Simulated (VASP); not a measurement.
# CuI (Cmcm) in VASP: notebook

Runs on CuI. Level: r2SCAN. Tasks: single point.

All numbers are computed with VASP 6.6.1; they aren't measurements. Logs are shortened: lines on timing, memory, paths and dates and some standing lists are left out, and cuts for length are marked.

### Step 1. The cell of the first run

Symmetry: Cmcm, No. 63, orthorhombic system. The conventional cell has a = 7.142 Å, b = 7.324 Å, c = 4.298 Å, α = 90.00°, β = 90.00°, γ = 90.00°. Cu (site symmetry m2m) has 2 Cu at 2.46 Å and 3 I at 2.57 to 2.60 Å within 3.2 Å. I (site symmetry m2m) has 3 Cu at 2.57 to 2.60 Å within 3.4 Å.

### Step 2. Single point, r2SCAN (epitaxial xy strain +1.9%)

POSCAR

```
CuI
1.0
    3.5710179152     -3.6621415940      0.0000000000
    3.5710179152      3.6621415940      0.0000000000
    0.0000000000      0.0000000000      4.2979581156
Cu I
2 2
Direct
    0.4184084292      0.5815915708      0.7500000000
    0.5815915708      0.4184084292      0.2500000000
    0.7740538544      0.2259461456      0.7500000000
    0.2259461456      0.7740538544      0.2500000000
```

INCAR.step1

```
  PREC = Accurate
  ENCUT = 520
  ISMEAR = 0
  SIGMA = 0.01
  LREAL = F
  LASPH = T
  NELM = 100
  NBANDS = 26
  GGA = PE
  ALGO = Normal
  EDIFF = 1E-4
  LWAVE = T
  LCHARG = F
```

INCAR.step2

```
  PREC = Accurate
  ENCUT = 520
  EDIFF = 1E-6
  ISMEAR = 0
  SIGMA = 0.01
  LREAL = F
  LASPH = T
  NELM = 100
  ALGO = Normal
  ISIF = 2
  LWAVE = F
  LCHARG = F
  METAGGA = R2SCAN
  LMIXTAU = T
  NBANDS = 26
  ISTART = 1
```

KPOINTS

```
Automatic mesh
0
Gamma
  6 6 6
```

Potentials or basis: VASP PAW PBE potentials, release 64 (Cu, I).

On the command line:

```bash
cat potpaw_PBE.64/Cu/POTCAR potpaw_PBE.64/I/POTCAR > POTCAR
cp INCAR.step1 INCAR
mpirun -np 1 vasp_std > vasp.out
cp INCAR.step2 INCAR
mpirun -np 1 vasp_std > vasp.out
```

OUTCAR:

```text
PREC = Accurate
   ENCUT = 520
   EDIFF = 1E-6
   ISMEAR = 0
   LREAL = F
   LASPH = T
   NELM = 100
   ISIF = 2
   METAGGA = R2SCAN
   ISTART = 1

 ion  position               nearest neighbor table
   1  0.418  0.582  0.750-   2 2.46   2 2.46   4 2.57   4 2.57   3 2.60
   2  0.582  0.418  0.250-   1 2.46   1 2.46   3 2.57   3 2.57   4 2.60
   3  0.774  0.226  0.750-   2 2.57   2 2.57   1 2.60
   4  0.226  0.774  0.250-   1 2.57   1 2.57   2 2.60

  LATTYP: Found a base centered orthorhombic cell.
 ALAT       =     7.1420358304
 B/A-ratio  =     1.0255175642
 C/A-ratio  =     0.6017833315

  Lattice vectors:

 A1 = (   3.5710179152,  -3.6621415940,   0.0000000000)
 A2 = (   3.5710179152,   3.6621415940,   0.0000000000)
 A3 = (   0.0000000000,   0.0000000000,   4.2979581156)

Analysis of symmetry for initial positions (statically):
=====================================================================
 Subroutine PRICEL returns:
 Original cell was already a primitive cell.

 Routine SETGRP: Setting up the symmetry group for a
 base centered orthorhombic supercell.

 Subroutine GETGRP returns: Found  8 space group operations
 (whereof  4 operations were pure point group operations)
 out of a pool of  8 trial point group operations.

The static configuration has the point symmetry C_2h.
 The point group associated with its full space group is D_2h.

Analysis of symmetry for dynamics (positions and initial velocities):
=====================================================================
 Subroutine PRICEL returns:
 Original cell was already a primitive cell.

 Routine SETGRP: Setting up the symmetry group for a
 base centered orthorhombic supercell.

 Subroutine GETGRP returns: Found  8 space group operations
 (whereof  4 operations were pure point group operations)
 out of a pool of  8 trial point group operations.

The dynamic configuration has the point symmetry C_2h.
 The point group associated with its full space group is D_2h.

 Subroutine INISYM returns: Found  8 space group operations
 (whereof  4 operations are pure point group operations),
 and found     1 'primitive' translations

----------------------------------------------------------------------------------------

                                     Primitive cell

  volume of cell :     112.4137

  direct lattice vectors                    reciprocal lattice vectors
     3.571017915 -3.662141594  0.000000000     0.140016100 -0.136532132  0.000000000
     3.571017915  3.662141594  0.000000000     0.140016100  0.136532132  0.000000000
     0.000000000  0.000000000  4.297958116     0.000000000  0.000000000  0.232668624

  length of vectors
     5.115021995  5.115021995  4.297958116     0.195564647  0.195564647  0.232668624

  position of ions in fractional coordinates (direct lattice)
     0.418408429  0.581591571  0.750000000
     0.581591571  0.418408429  0.250000000
     0.774053854  0.225946146  0.750000000
     0.225946146  0.774053854  0.250000000

  ion indices of the primitive-cell ions
   primitive index   ion index
                 1           1
                 2           2
                 3           3
                 4           4

----------------------------------------------------------------------------------------

 KPOINTS: Automatic mesh

Automatic generation of k-mesh.
 Grid dimensions read from file:
 generate k-points for:    6    6    6

 Generating k-lattice:

  Cartesian coordinates                     Fractional coordinates (reciprocal lattice)
     0.023336017 -0.022755355  0.000000000     0.166666667  0.000000000  0.000000000
     0.023336017  0.022755355  0.000000000     0.000000000  0.166666667  0.000000000
     0.000000000  0.000000000  0.038778104     0.000000000  0.000000000  0.166666667

  Length of vectors
     0.032594108  0.032594108  0.038778104

  Shift w.r.t. Gamma in fractional coordinates (k-lattice)
     0.000000000  0.000000000  0.000000000

 Subroutine IBZKPT returns following result:
 ===========================================

 Found     52 irreducible k-points:

 Following reciprocal coordinates:
            Coordinates               Weight
  0.000000  0.000000  0.000000      1.000000
  0.166667  0.000000  0.000000      4.000000
  0.333333 -0.000000  0.000000      4.000000
  0.500000  0.000000  0.000000      2.000000
  0.166667  0.166667  0.000000      2.000000
  0.333333  0.166667  0.000000      4.000000
[... 16 lines left out ...]
  0.333333  0.333333  0.166667      4.000000
  0.500000  0.333333  0.166667      8.000000
 [... further k-points ...]
   k-points           NKPTS =     52   k-points in BZ     NKDIM =     52   number of bands    NBANDS=     26
   number of dos      NEDOS =    301   number of ions     NIONS =      4
   total plane-waves  NPLWV =  51200
   dimension x,y,z NGX =    40 NGY =   40 NGZ =   32
   dimension x,y,z NGXF=    80 NGYF=   80 NGZF=   64
   ions per type =               2   2
   NGX,Y,Z   is equivalent  to a cutoff of  13.00, 13.00, 12.38 a.u.
   NGXF,Y,Z  is equivalent  to a cutoff of  26.00, 26.00, 24.76 a.u.
 SYSTEM =  unknown system
   PREC   = accura    normal or accurate (medium, high low for compatibility)
   ISTART =      1    job   : 0-new  1-cont  2-samecut
   ICHARG =      0    charge: 1-file 2-atom 10-const
   ISPIN  =      1    spin polarized calculation?
   LNONCOLLINEAR =      F non collinear calculations
   LSORBIT =      F    spin-orbit coupling
   LASPH  =      T    aspherical Exc in radial PAW
   ENCUT  =  520.0 eV  38.22 Ry    6.18 a.u.   9.51  9.51  7.99*2*pi/ulx,y,z
   NELM   =    100;   NELMIN=  2; NELMDL=  0     # of ELM steps
   EDIFF  = 0.1E-05   stopping-criterion for ELM
   LREAL  =      F    real-space projection
   EDIFFG = 0.1E-04   stopping-criterion for IOM
   NSW    =      0    number of steps for IOM
   IBRION =     -1    ionic relax: 0-MD 1-quasi-New 2-CG
   NFREE  =      0    steps in history (QN), initial steepest desc. (CG)
   ISIF   =      2    stress and relaxation
   ISYM   =      2    0-nonsym 1-usesym 2-fastsym
   POTIM  = 0.5000    time-step for ionic-motion
   TEBEG  =    0.0;   TEEND  =   0.0 temperature during run
   PSTRESS=    0.0 pullay stress
   NELECT =      36.0000    total number of electrons
   NUPDOWN=      -1.0000    fix difference up-down
   EMIN   =  10.00;   EMAX   =-10.00  energy-range for DOS
   EFERMI =   0.00;   METHOD = LEGACY
   ISMEAR =     0;   SIGMA  =   0.01  broadening in eV -4-tet -1-fermi 0-gaus
   EFERMI_NEDOS =   21; number of points for ismear=-14 and -15
   IALGO  =     38    algorithm
   IMIX   =      4    mixing-type and parameters
     AMIX     =   0.40;   BMIX     =  1.00
     AMIX_MAG =   1.60;   BMIX_MAG =  1.00
  volume/ion in A,a.u.               =      28.10       189.65
  Fermi-wavevector in a.u.,A,eV,Ry     =   1.120046  2.116580 17.068552  1.254503
  Thomas-Fermi vector in A             =   2.256690
   LORBIT       =      0    0 simple, 1 ext, 2 COOP (PROOUT), +10 PAW based schemes
   METAGGA = R2SCAN    functional components
   LHFCALC =     F    Hartree Fock is set to
   AEXX    =    0.0000 exact exchange contribution
   IVDW    =     0    specifies the selected vdW correction
   LEPSILON=     F    determine dielectric tensor
   LRPA    =     F    only Hartree local field effects (RPA)
 non-spin polarized calculation
 Gauss-broadening in eV      SIGMA  =   0.01
  energy-cutoff  :      520.00
  volume of cell :      112.41
 maximum number of plane-waves:      3051
 NGX is ok and might be reduce to    40
   NGX = 19   NGY = 19   NGZ = 15

 number of electron      36.0000034 magnetization

 Free energy of the ion-electron system (eV)
  ---------------------------------------------------
  ext. energy  EPLUGINS =         0.00000000
  ---------------------------------------------------
  free energy    TOTEN  =       -71.35748602 eV

  energy without entropy =      -71.35748602  energy(sigma->0) =      -71.35748602

 E-fermi :   4.3292     XC(G=0):  -9.3871

 val. band max:        4.2520882455   @ k =   0.0000   0.0000   0.0000
 cond. band min:       5.5982755890   @ k =   0.0000   0.0000   0.0000
 fundamental gap:      1.3461873435
 Fermi energy:         4.3291795115

 k-point     1 :       0.0000    0.0000    0.0000
  band No.  band energies     occupation
      1     -10.2592      2.00000
      2      -9.3283      2.00000
      3      -1.5347      2.00000
      4      -0.1673      2.00000
      5      -0.0741      2.00000
      6       0.0616      2.00000
[... 18 lines left out ...]
     25      12.6097      0.00000
     26      13.3748      0.00000

 k-point     2 :       0.1667    0.0000    0.0000
  band No.  band energies     occupation
      1     -10.1982      2.00000
      2      -9.3902      2.00000
      3      -1.4867      2.00000
      4      -0.2971      2.00000
      5      -0.0915      2.00000
      6      -0.0111      2.00000
[... 18 lines left out ...]
     25      12.6507      0.00000
     26      13.0361      0.00000

 k-point     3 :       0.3333   -0.0000    0.0000
  band No.  band energies     occupation
      1     -10.0301      2.00000
      2      -9.5606      2.00000
      3      -1.3285      2.00000
      4      -0.6264      2.00000
      5      -0.1924      2.00000
      6       0.1805      2.00000
[... 18 lines left out ...]
     25      12.4951      0.00000
     26      12.5991      0.00000

 k-point     4 :       0.5000    0.0000    0.0000
  band No.  band energies     occupation
      1      -9.8182      2.00000
      2      -9.7738      2.00000
      3      -1.0957      2.00000
      4      -0.9513      2.00000
      5      -0.2268      2.00000
      6       0.3803      2.00000
[... 18 lines left out ...]
     25      11.9192      0.00000
     26      12.0041      0.00000
[... 496 lines left out ...]
      1     -10.0375      2.00000
      2      -9.4429      2.00000
      3      -1.3182      2.00000
      4      -0.7558      2.00000
      5      -0.1136      2.00000
      6      -0.0835      2.00000
[... 18 lines left out ...]
     25      11.6264      0.00000
     26      12.2807      0.00000

 k-point    23 :       0.3333    0.3333    0.1667
  band No.  band energies     occupation
      1      -9.8531      2.00000
      2      -9.5653      2.00000
      3      -1.8852      2.00000
      4      -0.5145      2.00000
      5      -0.1529      2.00000
      6       0.0133      2.00000
[... 18 lines left out ...]
     25      11.6201      0.00000
     26      12.9075      0.00000

 k-point    24 :       0.5000    0.3333    0.1667
  band No.  band energies     occupation
      1      -9.7480      2.00000
      2      -9.6562      2.00000
      3      -1.8985      2.00000
      4      -0.6287      2.00000
      5      -0.2651      2.00000
      6      -0.0713      2.00000
[... 18 lines left out ...]
     25      11.9295      0.00000
     26      12.6279      0.00000

 [... further k-points ...]

------------------------ aborting loop because EDIFF is reached ----------------------------------------

  FORCE on cell =-STRESS in cart. coord.  units (eV):
  Direction    XX          YY          ZZ          XY          YZ          ZX
  --------------------------------------------------------------------------------------
  -------------------------------------------------------------------------------------
  Total        0.5917084      0.2798652      0.6577287      0.0000000      0.0000000      0.0000000
  in kB        8.4333284      3.9887807      9.3742829      0.0000000      0.0000000      0.0000000
  external PRESSURE =       7.2654640 kB  Pullay stress =       0.0000000 kB

 VOLUME and BASIS-vectors are now :
 -----------------------------------------------------------------------------
  energy-cutoff  :      520.00
  volume of cell :      112.41
      direct lattice vectors                 reciprocal lattice vectors
     3.571017915 -3.662141594  0.000000000     0.140016100 -0.136532132  0.000000000
     3.571017915  3.662141594  0.000000000     0.140016100  0.136532132  0.000000000
     0.000000000  0.000000000  4.297958116     0.000000000  0.000000000  0.232668624

 POSITION                                       TOTAL-FORCE (eV/Angst)
 -----------------------------------------------------------------------------------
      3.57102      0.59760      3.22347         0.000000      0.017601      0.000000
      3.57102     -0.59760      1.07449         0.000000     -0.017601     -0.000000
      3.57102     -2.00725      3.22347         0.000000      0.012702     -0.000000
      3.57102      2.00725      1.07449         0.000000     -0.012702      0.000000
 -----------------------------------------------------------------------------------
    total drift:                               -0.000000      0.000000      0.000000

  FREE ENERGIE OF THE ION-ELECTRON SYSTEM (eV)
  ---------------------------------------------------
  free  energy   TOTEN  =       -71.3574860193 eV

  energy  without entropy=      -71.3574860193  energy(sigma->0) =      -71.35748602
```

Wall time 3.5 min (1 thread of Intel Xeon 6975P-C (Granite Rapids), shared host); peak memory 0.32 GiB.

What came out:

```yaml
Free_energy: -71.3575 eV
Pressure: 0.7 GPa
Largest_force: 0.018 eV/Å
Band_gap_on_the_k_mesh: 1.35 eV
```

Forces in eV/Å, atoms in the order of the input:
```
Cu   0.000  0.018  0.000
Cu   0.000 -0.018  0.000
I    0.000  0.013  0.000
I    0.000 -0.013  0.000
```

Stress tensor (GPa, compression positive):
```
0.84 0.00 0.00
0.00 0.40 0.00
0.00 0.00 0.94
```

Caveat: the cell differs from its parent crystal (epitaxial xy strain +1.9%); the PAW data sets were made with another functional, which shifts forces and pressure a little; spin-orbit coupling is left out, which moves the levels of the heavy elements. A k mesh can miss the band edges.

### Step 3. Single point, r2SCAN (uniaxial x strain +4.6%)

POSCAR

```
CuI
1.0
    3.6638671840     -3.5931530553      0.0000000000
    3.6638671840      3.5931530553      0.0000000000
    0.0000000000      0.0000000000      4.3220095893
Cu I
2 2
Direct
    0.4167892457      0.5832107543      0.7500000000
    0.5832107543      0.4167892457      0.2500000000
    0.7771457988      0.2228542012      0.7500000000
    0.2228542012      0.7771457988      0.2500000000
```

INCAR.step1

```
PREC = Accurate ; ENCUT = 520
ISMEAR = 0 ; SIGMA = 0.01
LREAL = False ; LASPH = True
NELM = 100 ; NBANDS = 26
GGA = PE ; ALGO = Normal
EDIFF = 1E-4 ; LWAVE = True
LCHARG = False
```

INCAR.step2

```
PREC = Accurate ; ENCUT = 520
EDIFF = 1E-7 ; ISMEAR = 0
SIGMA = 0.01 ; LREAL = False
LASPH = True ; NELM = 100
ALGO = Normal ; ISIF = 2
LWAVE = False ; LCHARG = False
METAGGA = R2SCAN ; LMIXTAU = True
NBANDS = 26 ; ISTART = 1
```

KPOINTS

```
regular mesh
0
Gamma
  6 6 6
```

Potentials or basis: VASP PAW PBE potentials, release 64 (Cu, I).

On the command line:

```bash
cat potpaw_PBE.64/Cu/POTCAR potpaw_PBE.64/I/POTCAR > POTCAR
cp INCAR.step1 INCAR
mpirun -np 1 vasp_std > vasp.out
cp INCAR.step2 INCAR
mpirun -np 1 vasp_std > vasp.out
```

Wall time 4.5 min (1 thread of Intel Xeon 6975P-C (Granite Rapids), shared host); peak memory 0.31 GiB.

Results (log left out):

```
Free energy            : -71.3597 eV
Pressure               : 0.6 GPa
Largest force          : 0.010 eV/Å
Band gap on the k mesh : 1.40 eV
```

Forces in eV/Å, atoms in the order of the input:
```
Cu   0.000  0.006  0.000
Cu   0.000 -0.006  0.000
I    0.000  0.010  0.000
I    0.000 -0.010  0.000
```

Stress tensor (GPa, compression positive):
```
0.27 0.00 0.00
0.00 1.16 0.00
0.00 0.00 0.43
```

Levels at points of the mesh, in eV from the valence-band top:
| k point | band 14 | band 15 | band 16 | band 17 | band 18 | band 19 | band 20 | band 21 | band 22 | band 23 |
| --- | --- | --- | --- | --- | --- | --- | --- | --- | --- | --- |
| (0.00, 0.00, 0.00) | -1.94 | -1.89 | -1.56 | -0.90 | 0.00 | 1.40 | 1.90 | 2.58 | 5.06 | 5.30 |
| (0.50, 0.00, 0.00) | -1.96 | -1.87 | -1.46 | -1.36 | -0.49 | 2.98 | 3.39 | 3.90 | 4.10 | 5.88 |
| (0.50, 0.50, 0.00) | -2.03 | -1.87 | -1.20 | -0.76 | -0.22 | 1.92 | 3.05 | 4.35 | 5.36 | 5.92 |
| (0.00, 0.00, 0.50) | -2.01 | -1.88 | -1.88 | -1.73 | -1.73 | 4.14 | 4.14 | 4.15 | 4.15 | 6.14 |
| (0.50, 0.00, 0.50) | -2.04 | -1.89 | -1.89 | -1.44 | -1.44 | 2.45 | 2.45 | 3.69 | 3.69 | 8.00 |
| (0.50, 0.50, 0.50) | -2.09 | -1.86 | -1.86 | -1.72 | -1.72 | 4.46 | 4.46 | 5.01 | 5.01 | 7.37 |

Caveat: the cell differs from its parent crystal (uniaxial x strain +4.6%); the PAW data sets were made with another functional, which shifts forces and pressure a little; spin-orbit coupling is left out, which moves the levels of the heavy elements.
